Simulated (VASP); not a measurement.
# KAg (P-6m2) in VASP: further runs

Runs on KAg. Level: PBE. Tasks: relaxation of cell and atoms, single point.

Program: VASP 6.6.1. These are calculated values, not measurements. Logs are shortened: lines on timing, memory, paths and dates and some standing lists are left out, and cuts for length are marked.

## (1) The cell of the first run

It takes space group P-6m2 (No. 187, hexagonal). The conventional cell has a = 3.917 Å, b = 3.917 Å, c = 3.820 Å, α = 90.00°, β = 90.00°, γ = 120.00°. Within 3.9 Å of K (site symmetry -6m2) lie 6 Ag at 2.96 Å and 2 K at 3.82 Å. Ag (site symmetry -6m2) has 6 K at 2.96 Å and 2 Ag at 3.82 Å within 3.9 Å.

## (2) Relaxation of cell and atoms, PBE

The input, INCAR:

```
SYSTEM = KAg
PREC = Accurate ; ENCUT = 600
EDIFF = 1E-6 ; ISMEAR = 0
SIGMA = 0.1 ; LREAL = .FALSE.
LASPH = .TRUE. ; NELM = 100
ALGO = Normal ; ISIF = 3
LWAVE = .FALSE. ; LCHARG = .FALSE.
GGA = PE ; IBRION = 2
NSW = 90 ; EDIFFG = -0.04
```

The input, KPOINTS:

```
Automatic mesh
0
G
  6 6 4
  0 0 0
```

The input, POSCAR:

```
KAg
1.0
    3.9167915089      0.0000000000      0.0000000000
   -1.9583957544      3.3920409480      0.0000000000
    0.0000000000      0.0000000000      3.8202370945
K Ag
1 1
Direct
    0.0000000000      0.0000000000      0.0000000000
    0.6666666667      0.3333333333      0.5000000000
```

Potentials or basis: VASP PAW PBE potentials, release 64 (K_sv, Ag).

Started as:

```bash
> cat potpaw_PBE.64/K_sv/POTCAR potpaw_PBE.64/Ag/POTCAR > POTCAR
> mpirun -np 1 vasp_std > vasp.out
```

OUTCAR:

```text
SYSTEM = KAg
   PREC = Accurate
   ENCUT = 600
   EDIFF = 1E-6
   ISMEAR = 0
   LREAL = .FALSE.
   LASPH = .TRUE.
   NELM = 100
   ISIF = 3
   GGA = PE
   IBRION = 2
   NSW = 90
   EDIFFG = -0.04

 ion  position               nearest neighbor table
   1  0.000  0.000  0.000-   2 2.96   2 2.96   2 2.96   2 2.96   2 2.96   2 2.96
   2  0.667  0.333  0.500-   1 2.96   1 2.96   1 2.96   1 2.96   1 2.96   1 2.96

  LATTYP: Found a hexagonal cell.
 ALAT       =     3.9167915089
 C/A-ratio  =     0.9753485948

  Lattice vectors:

 A1 = (   3.9167915089,   0.0000000000,   0.0000000000)
 A2 = (  -1.9583957544,   3.3920409480,   0.0000000000)
 A3 = (   0.0000000000,   0.0000000000,   3.8202370945)

Analysis of symmetry for initial positions (statically):
=====================================================================
 Subroutine PRICEL returns:
 Original cell was already a primitive cell.

 Routine SETGRP: Setting up the symmetry group for a
 hexagonal supercell.

 Subroutine GETGRP returns: Found 12 space group operations
 (whereof 12 operations were pure point group operations)
 out of a pool of 24 trial point group operations.

The static configuration has the point symmetry D_3h.

Analysis of symmetry for dynamics (positions and initial velocities):
=====================================================================
 Subroutine PRICEL returns:
 Original cell was already a primitive cell.

 Routine SETGRP: Setting up the symmetry group for a
 hexagonal supercell.

 Subroutine GETGRP returns: Found 12 space group operations
 (whereof 12 operations were pure point group operations)
 out of a pool of 24 trial point group operations.

The dynamic configuration has the point symmetry D_3h.

 Subroutine INISYM returns: Found 12 space group operations
 (whereof 12 operations are pure point group operations),
 and found     1 'primitive' translations

----------------------------------------------------------------------------------------

                                     Primitive cell

  volume of cell :      50.7554

  direct lattice vectors                    reciprocal lattice vectors
     3.916791509  0.000000000  0.000000000     0.255311011  0.147403881  0.000000000
    -1.958395754  3.392040948  0.000000000     0.000000000  0.294807762  0.000000000
     0.000000000  0.000000000  3.820237094     0.000000000  0.000000000  0.261763858

  length of vectors
     3.916791509  3.916791509  3.820237094     0.294807762  0.294807762  0.261763858

  position of ions in fractional coordinates (direct lattice)
     0.000000000  0.000000000  0.000000000
     0.666666667  0.333333333  0.500000000

  ion indices of the primitive-cell ions
   primitive index   ion index
                 1           1
                 2           2

----------------------------------------------------------------------------------------

 KPOINTS: Automatic mesh

Automatic generation of k-mesh.
 Grid dimensions read from file:
 generate k-points for:    6    6    4

 Generating k-lattice:

  Cartesian coordinates                     Fractional coordinates (reciprocal lattice)
     0.042551835  0.024567313  0.000000000     0.166666667  0.000000000  0.000000000
     0.000000000  0.049134627  0.000000000     0.000000000  0.166666667  0.000000000
     0.000000000  0.000000000  0.065440964     0.000000000  0.000000000  0.250000000

  Length of vectors
     0.049134627  0.049134627  0.065440964

  Shift w.r.t. Gamma in fractional coordinates (k-lattice)
     0.000000000  0.000000000  0.000000000

 Subroutine IBZKPT returns following result:
 ===========================================

 Found     21 irreducible k-points:

 Following reciprocal coordinates:
            Coordinates               Weight
  0.000000  0.000000  0.000000      1.000000
  0.166667 -0.000000  0.000000      6.000000
  0.333333 -0.000000  0.000000      6.000000
  0.500000  0.000000  0.000000      3.000000
  0.166667  0.166667  0.000000      6.000000
  0.333333  0.166667  0.000000     12.000000
[... 13 lines left out ...]
  0.333333  0.166667  0.500000     12.000000
  0.333333  0.333333  0.500000      2.000000
   k-points           NKPTS =     21   k-points in BZ     NKDIM =     21   number of bands    NBANDS=     14
   number of dos      NEDOS =    301   number of ions     NIONS =      2
   total plane-waves  NPLWV =  32768
   dimension x,y,z NGX =    32 NGY =   32 NGZ =   32
   dimension x,y,z NGXF=    64 NGYF=   64 NGZF=   64
   ions per type =               1   1
   NGX,Y,Z   is equivalent  to a cutoff of  13.58, 13.58, 13.93 a.u.
   NGXF,Y,Z  is equivalent  to a cutoff of  27.16, 27.16, 27.85 a.u.
 SYSTEM =  KAg
   PREC   = accura    normal or accurate (medium, high low for compatibility)
   ISTART =      0    job   : 0-new  1-cont  2-samecut
   ICHARG =      2    charge: 1-file 2-atom 10-const
   ISPIN  =      1    spin polarized calculation?
   LNONCOLLINEAR =      F non collinear calculations
[... 65 lines left out ...]

 VOLUME and BASIS-vectors are now :
 -----------------------------------------------------------------------------
  energy-cutoff  :      600.00
  volume of cell :       50.76
      direct lattice vectors                 reciprocal lattice vectors
     3.916791509  0.000000000  0.000000000     0.255311011  0.147403881  0.000000000
    -1.958395754  3.392040948  0.000000000     0.000000000  0.294807762  0.000000000
     0.000000000  0.000000000  3.820237094     0.000000000  0.000000000  0.261763858
[... 73 lines left out ...]
 POSITION                                       TOTAL-FORCE (eV/Angst)
 -----------------------------------------------------------------------------------
     -0.00000      0.00000      4.49342        -0.000000      0.000000     -0.000000
      2.20167      1.27114      2.24671         0.000000     -0.000000      0.000000
 -----------------------------------------------------------------------------------
    total drift:                                0.000000     -0.000000      0.000000

  FREE ENERGIE OF THE ION-ELECTRON SYSTEM (eV)
  ---------------------------------------------------
  free  energy   TOTEN  =        -3.3887572020 eV

  energy  without entropy=       -3.3879069408  energy(sigma->0) =       -3.38833207

[... ionic steps 4 to 9 ...]

--------------------------------------- Ionic step       10  -------------------------------------------

 number of electron      19.9999994 magnetization

------------------------ aborting loop because EDIFF is reached ----------------------------------------

  FORCE on cell =-STRESS in cart. coord.  units (eV):
  Direction    XX          YY          ZZ          XY          YZ          ZX
  --------------------------------------------------------------------------------------
  -------------------------------------------------------------------------------------
  Total       -0.0298998     -0.0298998      0.2685013     -0.0000000      0.0000000      0.0000000
  in kB       -0.5604550     -0.5604550      5.0329011     -0.0000000      0.0000000      0.0000000
  external PRESSURE =       1.3039970 kB  Pullay stress =       0.0000000 kB

 VOLUME and BASIS-vectors are now :
 -----------------------------------------------------------------------------
  energy-cutoff  :      600.00
  volume of cell :       85.47
      direct lattice vectors                 reciprocal lattice vectors
     4.787714617  0.000000000 -0.000000000     0.208867921  0.120589951 -0.000000000
    -2.393857308  4.146282484  0.000000000    -0.000000000  0.241179901 -0.000000000
     0.000000000  0.000000000  4.305776447     0.000000000  0.000000000  0.232246149
[... 37 lines left out ...]
 POSITION                                       TOTAL-FORCE (eV/Angst)
 -----------------------------------------------------------------------------------
     -0.00000      0.00000      0.00000        -0.000000      0.000000     -0.000000
      2.34979      1.35665      2.20990         0.000000     -0.000000      0.000000
 -----------------------------------------------------------------------------------
    total drift:                                0.000000     -0.000000      0.000000

  FREE ENERGIE OF THE ION-ELECTRON SYSTEM (eV)
  ---------------------------------------------------
  free  energy   TOTEN  =        -3.4281803043 eV

  energy  without entropy=       -3.4274515979  energy(sigma->0) =       -3.42781595

--------------------------------------- Ionic step       12  -------------------------------------------

 number of electron      20.0000009 magnetization

 Free energy of the ion-electron system (eV)
  ---------------------------------------------------
  ext. energy  EPLUGINS =         0.00000000
  ---------------------------------------------------
  free energy    TOTEN  =        -3.42884457 eV

  energy without entropy =       -3.42818361  energy(sigma->0) =       -3.42851409

 E-fermi :   0.7298     XC(G=0):  -7.0887

 val. band max:        0.6430859129   @ k =   0.3333   0.3333   0.5000
 cond. band min:       0.7843261811   @ k =   0.0000   0.0000   0.5000
 fundamental gap:      0.1412402683
 Fermi energy:         0.7297853308

 k-point     1 :       0.0000    0.0000    0.0000
  band No.  band energies     occupation
      1     -30.2350      2.00000
      2     -13.7180      2.00000
      3     -13.7180      2.00000
      4     -13.6832      2.00000
      5      -2.8840      2.00000
      6      -2.7250      2.00000
      7      -2.7250      2.00000
      8      -2.7026      2.00000
      9      -2.7026      2.00000
     10      -2.1596      2.00000
     11       4.9105      0.00000
     12       4.9105      0.00000
     13       4.9180      0.00000
     14       5.7516      0.00000

 k-point     2 :       0.1667   -0.0000    0.0000
  band No.  band energies     occupation
      1     -30.2344      2.00000
      2     -13.7320      2.00000
      3     -13.7211      2.00000
      4     -13.6821      2.00000
      5      -2.8709      2.00000
      6      -2.7397      2.00000
      7      -2.7088      2.00000
      8      -2.7073      2.00000
      9      -2.7014      2.00000
     10      -1.8883      2.00000
[... 347 lines left out ...]
 POSITION                                       TOTAL-FORCE (eV/Angst)
 -----------------------------------------------------------------------------------
      4.72277      0.00000      4.44155         0.000000      0.000000     -0.000000
      2.36138      1.36335      2.22077        -0.000000     -0.000000      0.000000
 -----------------------------------------------------------------------------------
    total drift:                               -0.000000      0.000000      0.000000

  FREE ENERGIE OF THE ION-ELECTRON SYSTEM (eV)
  ---------------------------------------------------
  free  energy   TOTEN  =        -3.4288445700 eV

  energy  without entropy=       -3.4281836103  energy(sigma->0) =       -3.42851409

 reached required accuracy - stopping structural energy minimisation
```

Wall time 3.1 min (1 thread of Oxide Virtual Turin-like, shared host); peak memory 0.16 GiB.

What came out:

```yaml
Free_energy: -3.4288 eV
Relaxed_volume: 42.90 Å³/atom
Relaxed_cell: a = 4.723 Å, b = 4.723 Å, c = 4.442 Å, α = 90.00°, β = 90.00°, γ = 120.00°
Space_group_after_relaxing_to_0.05_Å: P-6m2 (No. 187)
Energy_gained_by_relaxing: 435.5 meV/atom
Ionic_steps: 12
Pressure_after_relaxing: 0.0 GPa
Band_gap_on_the_k_mesh: 0.14 eV, indirect (least direct gap 1.34 eV)
```

Step by step:
```
step  energy change (eV)  largest force (eV/Å)  pressure (GPa)  volume (Å³)
   1              0.0000                0.0000           12.89        50.76
   2             -0.7296                0.0000            3.00        67.26
   3             -0.8309                0.0000            1.12        75.45
   4             -0.8213                0.0000           -0.81        93.76
   5             -0.8545                0.0000           -0.04        84.01
   6             -0.8549                0.0000            0.07        83.05
   7             -0.8547                0.0000            0.15        82.30
   8             -0.8589                0.0000            0.17        82.66
   9             -0.8676                0.0000            0.16        83.68
  10             -0.8662                0.0000            0.13        85.47
  11             -0.8703                0.0000            0.15        84.54
  12             -0.8710                0.0000            0.02        85.79
```

Final structure:
```
K Ag
1.0
     4.72277    0.00000    0.00000
    -2.36138    4.09004    0.00000
     0.00000    0.00000    4.44155
K Ag
1 1
Direct
  0.00000 0.00000 0.00000
  0.66667 0.33333 0.50000
```

Levels at points of the mesh, in eV from the valence-band top:
```csv
k point,band 6,band 7,band 8,band 9,band 10,band 11,band 12,band 13,band 14
"(0.00, 0.00, 0.00)",-3.37,-3.37,-3.35,-3.35,-2.80,4.27,4.27,4.27,5.11
"(0.50, 0.00, 0.00)",-3.42,-3.37,-3.36,-3.27,-1.04,0.51,4.21,4.27,4.75
"(0.00, 0.00, 0.50)",-3.40,-3.39,-3.39,-3.36,-1.20,0.14,5.34,5.34,5.85
"(0.50, 0.00, 0.50)",-3.41,-3.40,-3.27,-3.25,-0.20,1.77,1.86,3.70,3.89
```

Caveat: the volume moved by over 15 % at a fixed basis, so the end points are rough.

## (3) Single point, PBE

This run uses another cell than the first one, of 43.15 Å³/atom, 1.700 times its volume.

The input, INCAR:

```
ALGO = Normal
EDIFF = 1E-7
ENCUT = 520
GGA = PE
ISIF = 2
ISMEAR = 0
LASPH = T
LCHARG = F
LREAL = F
LWAVE = F
NBANDS = 17
NELM = 100
PREC = Accurate
SIGMA = 0.01
```

The input, KPOINTS:

```
k-points
0
Gamma
  12 12 8
```

The input, POSCAR:

```
KAg
1.0
    4.7732404161      0.0000000000      0.0000000000
   -2.3866202080      4.1337474587      0.0000000000
    0.0000000000      0.0000000000      4.3740615757
K Ag
1 1
Direct
    0.0000000000      0.0000000000      0.0000000000
    0.6666666667      0.3333333333      0.5000000000
```

Potentials or basis: VASP PAW PBE potentials, release 64 (K_sv, Ag).

Started as:

```bash
> cat potpaw_PBE.64/K_sv/POTCAR potpaw_PBE.64/Ag/POTCAR > POTCAR
> mpirun -np 1 vasp_std > vasp.out
```

Run time: 2.3 min. Hardware: 1 thread of Oxide Virtual Turin-like, shared host; peak memory 0.27 GiB.

The run converged. Its results:

| Item | Value |
| --- | --- |
| Free energy | -3.4493 eV |
| Pressure | 0.0 GPa |
| Band gap on the k mesh | 0.20 eV, indirect (least direct gap 1.32 eV) |

Levels at points of the mesh, in eV from the valence-band top:
| k point | band 8 | band 9 | band 10 | band 11 | band 12 | band 13 |
| --- | --- | --- | --- | --- | --- | --- |
| (0.00, 0.00, 0.00) | -3.35 | -3.35 | -2.80 | 4.16 | 4.16 | 4.32 |
| (0.50, 0.00, 0.00) | -3.37 | -3.30 | -1.10 | 0.49 | 4.14 | 4.17 |
| (0.00, 0.00, 0.50) | -3.41 | -3.36 | -1.13 | 0.20 | 5.23 | 5.23 |
| (0.50, 0.00, 0.50) | -3.30 | -3.25 | -0.19 | 1.77 | 1.89 | 3.74 |

A k mesh can miss the band edges.

## (4) Relaxation of cell and atoms, PBE

This run uses another cell than the first one, of 42.81 Å³/atom, 1.687 times its volume.

The input, INCAR:

```
SYSTEM = KAg
ALGO = Normal
EDIFF = 1E-6
EDIFFG = -0.01
ENCUT = 600
GGA = PE
IBRION = 2
ISIF = 3
ISMEAR = 0
LASPH = .TRUE.
LCHARG = .FALSE.
LREAL = .FALSE.
LWAVE = .FALSE.
NELM = 100
NSW = 100
PREC = Accurate
SIGMA = 0.01
```

The input, KPOINTS:

```
k-points
0
G
  12 12 8
  0 0 0
```

The input, POSCAR:

```
KAg
1.0
    4.7034484714      0.0000000000      0.0000000000
   -2.3517242357      4.0733058616      0.0000000000
    0.0000000000      0.0000000000      4.4685485266
K Ag
1 1
Direct
    0.0000000000      0.0000000000      0.0000000000
    0.6666666667      0.3333333333      0.5000000000
```

Started as:

```bash
> cat potpaw_PBE.64/K_sv/POTCAR potpaw_PBE.64/Ag/POTCAR > POTCAR
> mpirun -np 1 vasp_std > vasp.out
```

It took 9.3 min on 1 thread of Oxide Virtual Turin-like, shared host; peak memory 0.32 GiB.

Results (log left out):

| Quantity | Value |
| --- | --- |
| Free energy | -3.4491 eV |
| Relaxed volume | 42.95 Å³/atom |
| Relaxed cell | a = 4.763 Å, b = 4.763 Å, c = 4.373 Å, α = 90.00°, β = 90.00°, γ = 120.00° |
| Space group after relaxing (to 0.05 Å) | P-6m2 (No. 187) |
| Energy gained by relaxing | 1.1 meV/atom |
| Ionic steps | 5 |
| Pressure after relaxing | 0.0 GPa |
| Band gap on the k mesh | 0.19 eV, indirect (least direct gap 1.32 eV) |

The path:
| step | energy change (eV) | largest force (eV/Å) | pressure (GPa) | volume (Å³) |
| --- | --- | --- | --- | --- |
| 1 | 0.0000 | 0.0000 | 0.01 | 85.61 |
| 2 | -0.0005 | 0.0000 | 0.02 | 85.65 |
| 3 | -0.0017 | 0.0000 | 0.03 | 85.77 |
| 4 | -0.0019 | 0.0000 | 0.06 | 85.98 |
| 5 | -0.0021 | 0.0000 | 0.03 | 85.91 |

Final structure:
```
CELL_PARAMETERS angstrom
4.76299 0.00000 0.00000
-2.38149 4.12487 0.00000
0.00000 0.00000 4.37252
ATOMIC_POSITIONS crystal
K 0.00000 0.00000 0.00000
Ag 0.66667 0.33333 0.50000
```

Levels at points of the mesh, in eV from the valence-band top:
```
           k point  band 6  band 7  band 8  band 9  band 10  band 11  band 12  band 13  band 14
(0.00, 0.00, 0.00)   -3.40   -3.40   -3.36   -3.36    -2.81     4.17     4.17     4.32     5.34
(0.50, 0.00, 0.00)   -3.44   -3.38   -3.38   -3.31    -1.10     0.48     4.16     4.18     4.91
(0.00, 0.00, 0.50)   -3.43   -3.42   -3.42   -3.37    -1.13     0.19     5.25     5.25     5.87
(0.50, 0.00, 0.50)   -3.43   -3.42   -3.31   -3.26    -0.19     1.77     1.89     3.74     3.82
```

## (5) The runs side by side

```csv
task,cell,k mesh,cutoff (eV),smearing,gap on the mesh (eV),pressure (GPa),relaxed volume (Å³/atom)
relaxation of cell and atoms,"relaxed from a = 3.917, b = 3.917, c = 3.820 Å, angles 90.0, 90.0, 120.0°, 2 atoms",6 × 6 × 4,600,gaussian 0.1 eV,0.14,0.0,42.90
single point,"a = 4.773, b = 4.773, c = 4.374 Å, angles 90.0, 90.0, 120.0°, 2 atoms",12 × 12 × 8,520,gaussian 0.01 eV,0.20,0.0,-
relaxation of cell and atoms,"relaxed from a = 4.703, b = 4.703, c = 4.469 Å, angles 90.0, 90.0, 120.0°, 2 atoms",12 × 12 × 8,600,gaussian 0.01 eV,0.19,0.0,42.95
```

Alike in all rows: level PBE; potentials or basis VASP PAW PBE potentials, release 64 (K_sv, Ag); no spin polarisation.

Caveats: the volume moved by over 15 % at a fixed basis, so the end points are rough (some runs).

Total energies depend on the potentials used, so only differences within one code and one set of settings carry meaning.
